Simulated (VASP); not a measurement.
Wanted: the native input for a VASP 6.6.1 run.

```
Task                   : single point
Functional             : LDA
Potentials or basis    : VASP PAW LDA potentials, release 64 (Ga_d, Sb)
Cutoff                 : 520 eV
k mesh                 : 16 × 16 × 16
Occupations            : gaussian, width 0.15 eV
Spin                   : no spin polarisation
Dipole correction      : no
Further INCAR settings : ALGO = Normal; EDIFF = 1e-07; NBANDS = 16
```

The structure of GaSb lies in POSCAR:

```
GaSb
1.0
   -2.5020000000      2.5020000000      1.3540000000
    2.5020000000     -2.5020000000      1.3540000000
    2.5020000000      2.5020000000     -1.3540000000
Ga Sb
1 1
Direct
    0.2500000000      0.7500000000      0.5000000000
    0.0000000000      0.0000000000      0.0000000000
```

The input as run:

INCAR

```
SYSTEM = GaSb
PREC = Accurate ; ENCUT = 520
EDIFF = 1E-7 ; ISMEAR = 0
SIGMA = 0.15 ; LREAL = .FALSE.
LASPH = .TRUE. ; NELM = 60
ALGO = Normal ; ISIF = 2
LWAVE = .FALSE. ; LCHARG = .FALSE.
GGA = CA ; NBANDS = 16
```

KPOINTS

```
Automatic mesh
0
G
  16 16 16
  0 0 0
```

Potentials or basis: VASP PAW LDA potentials, release 64 (Ga_d, Sb).

Run with:

```sh
$ cat potpaw_LDA.64/Ga_d/POTCAR potpaw_LDA.64/Sb/POTCAR > POTCAR
$ mpirun -np 1 vasp_std > vasp.out
```

Results of the run:

```json
{"Pressure": "35.3 GPa", "Band gap on the k mesh": "zero (band 9 reaches 13.34 eV, above the bottom of band 10 at 6.78 eV)"}
```

Caveat: spin-orbit coupling is left out, which moves the levels of the heavy elements.

It took 2.5 min on 1 thread of Intel Xeon 6975P-C, with other jobs on the host, peak memory 0.31 GiB.
